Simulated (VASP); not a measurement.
Set up this calculation in VASP 6.6.1, as the native input.

| Quantity | Value |
| --- | --- |
| Task | relaxation of cell and atoms |
| Functional | PBE |
| Potentials or basis | VASP PAW PBE potentials, release 64 (Pt) |
| Cutoff | 600 eV |
| k mesh | 12 × 12 × 12 |
| Occupations | fermi-dirac, width 0.05 eV |
| Spin | no spin polarisation |
| Target pressure | -2.9 GPa |
| Dipole correction | no |
| Further INCAR settings | ALGO = Normal; EDIFF = 1e-07; IBRION = 2; EDIFFG = -0.005; NSW = 60; ISIF = 3 |

The structure of Pt lies in POSCAR:

```
Pt
1.0
    0.0000000000      2.7097843278      2.7097843278
    2.7097843278      0.0000000000      2.7097843278
    2.7097843278      2.7097843278      0.0000000000
Pt
2
Direct
   -0.1250000000     -0.1250000000     -0.1250000000
    0.1250000000      0.1250000000      0.1250000000
```

One way to write it, as run:

INCAR

```
SYSTEM = Pt
ALGO = Normal ; EDIFF = 1E-7
EDIFFG = -0.005 ; ENCUT = 600
GGA = PE ; IBRION = 2
ISIF = 3 ; ISMEAR = -1
LASPH = .TRUE. ; LCHARG = .FALSE.
LREAL = .FALSE. ; LWAVE = .FALSE.
NELM = 100 ; NSW = 60
PREC = Accurate ; PSTRESS = -29.0
SIGMA = 0.05
```

KPOINTS

```
k-points
0
G
  12 12 12
  0 0 0
```

Potentials or basis: VASP PAW PBE potentials, release 64 (Pt).

The run is started by

```sh
$ cat potpaw_PBE.64/Pt/POTCAR > POTCAR
$ mpirun -np 1 vasp_std > vasp.out
```

Results of the run:

The relaxed volume is 24.67 Å³/atom. The relaxed cell is a = 4.117 Å, b = 4.117 Å, c = 4.117 Å, α = 60.00°, β = 60.00°, γ = 60.00°, the space group after relaxing (to 0.05 Å) is Fd-3m (No. 227) and the energy change on relaxing (the enthalpy is what falls) is -365.8 meV/atom. The ionic steps are 5. The pressure after relaxing is -2.9 GPa and the band gap on the k mesh is zero (band 10 reaches 4.93 eV, above the bottom of band 11 at 4.34 eV).

Caveat: the cell is relaxed towards a set pressure, so the enthalpy falls and the energy may rise; the volume moved by over 15 % at a fixed basis, so the end points are rough; spin-orbit coupling is left out, which moves the levels of the heavy elements.

Wall time 110 s on 1 thread of Intel(R) Xeon(R) Platinum 8259CL CPU @ 2.50GHz (Skylake/Cascade Lake), on a shared host, peak memory 0.21 GiB.
